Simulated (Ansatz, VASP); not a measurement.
**Two plane-wave programs on Se**

```xyz
1
Lattice="2.8761 0.0000 0.0000 0.0000 2.8761 0.0000 0.0000 0.0000 2.8761" Properties=species:S:1:pos:R:3 pbc="T T T"
Se    0.0000    0.0000    0.0000
```

Alike in both runs: task single point; functional LDA; k mesh 13 × 13 × 13; occupations fermi-dirac, width 0.1 eV; no spin polarisation.

```csv
,VASP,Ansatz
version,VASP 6.6.1,Ansatz 0.2.0
potentials or method,"VASP PAW LDA potentials, release 64 (Se), cutoff 520 eV","plane waves (420 eV) with PAW, scalar-relativistic"
valence electrons in the cell,6,16
```

VASP gave:

* pressure (GPa): -7.4

Q: Estimate Ansatz's values.

A: Pressure (GPa): -7.5.

Ansatz warns that its potentials were made for another functional, while VASP's fit it. LDA's correlation is that of Perdew and Zunger in VASP and of Perdew and Wang (1992) in Ansatz. VASP's potentials hold 6 valence electrons a cell and Ansatz's 16, so a difference there can come from the potentials and not from the codes.
